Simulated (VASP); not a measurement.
Crystal: W.

```
W
1.0
     2.81504    0.00000    0.00000
    -1.40752    2.43790    0.00000
     0.00000    0.00000    4.59790
W
2
Direct
  0.33333 0.66667 0.75000
  0.66667 0.33333 0.25000
```

This isn't the form of W at room conditions, which is bcc.

- Program: VASP 6.6.1
- Task: relaxation of cell and atoms
- Functional: PBE
- Potentials or basis: VASP PAW PBE potentials, release 64 (W_sv)
- Cutoff: 600 eV
- k mesh: 8 × 8 × 4
- Occupations: gaussian, width 0.05 eV
- Spin: no spin polarisation

At the start: pressure 11.9 GPa; volume 15.78 Å³/atom.

**Question.** How do energy, volume and symmetry change on relaxing?

**Answer.** Over 8 steps the energy falls by 92.7 meV/atom and the volume is 16.50 Å³/atom (+4.6 %); space group P6_3/mmc (No. 194, to 0.1 Å) before and after.

The path:
```csv
step,energy change (eV),largest force (eV/Å),pressure (GPa),volume (Å³)
1,0.0000,0.0000,11.86,31.55
2,0.2563,0.0000,-26.39,37.16
3,-0.0665,0.0000,-3.33,33.22
4,-0.1764,0.0000,-4.65,33.55
5,-0.1770,0.0000,-4.58,33.57
6,-0.1239,0.0000,13.85,31.59
7,-0.1855,0.0000,-0.12,33.02
8,-0.1855,0.0000,-0.09,33.01
```

Final structure:
```yaml
crystal:
  lattice:
    - [2.77069, 0.00000, 0.00000]
    - [-1.38535, 2.39949, 0.00000]
    - [0.00000, 0.00000, 4.96472]
  atoms:
    - { symbol: W, position: [0.33333, 0.66667, 0.75000] }
    - { symbol: W, position: [0.66667, 0.33333, 0.25000] }
```
